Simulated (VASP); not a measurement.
Write the native input for VASP 6.6.1 that does the following.

```
Task                   : single point
Functional             : PBEsol
Potentials or basis    : VASP PAW PBE potentials, release 64 (Ru_pv)
Cutoff                 : 500 eV
k mesh                 : 18 × 18 × 10
Occupations            : gaussian, width 0.1 eV
Spin                   : no spin polarisation
Dipole correction      : no
Further INCAR settings : ALGO = Normal; EDIFF = 1e-06; NBANDS = 21
```

The structure of Ru lies in POSCAR:

```
Ru
1.0
    2.6896614238      0.0000000000      0.0000000000
   -1.3448307119      2.3293151206      0.0000000000
    0.0000000000      0.0000000000      4.2523154399
Ru
2
Direct
    0.3333333333      0.6666666667      0.2500000000
    0.6666666667      0.3333333333      0.7500000000
```

These files were run (other wordings do the same):

INCAR

```
SYSTEM = Ru
PREC = Accurate
ENCUT = 500
EDIFF = 1E-6
ISMEAR = 0
SIGMA = 0.1
LREAL = .FALSE.
LASPH = .TRUE.
NELM = 120
ALGO = Normal
ISIF = 2
LWAVE = .FALSE.
LCHARG = .FALSE.
GGA = PS
NBANDS = 21
GGA_COMPAT = .FALSE.
```

KPOINTS

```
Automatic mesh
0
G
  18 18 10
  0 0 0
```

Potentials or basis: VASP PAW PBE potentials, release 64 (Ru_pv).

Run with:

```bash
$ cat potpaw_PBE.64/Ru_pv/POTCAR > POTCAR
$ mpirun -np 1 vasp_std > vasp.out
```

It gave:

| Quantity | Value |
| --- | --- |
| Pressure | 0.0 GPa |
| Band gap on the k mesh | zero (bands 14 and 15 overlap by 3.22 eV) |

Caveat: the PAW data sets were made with another functional, which shifts forces and pressure a little.

Run time: 67 s on 1 thread of Intel(R) Xeon(R) Platinum 8259CL CPU @ 2.50GHz (Skylake/Cascade Lake), with other jobs on the host, peak memory 0.21 GiB.
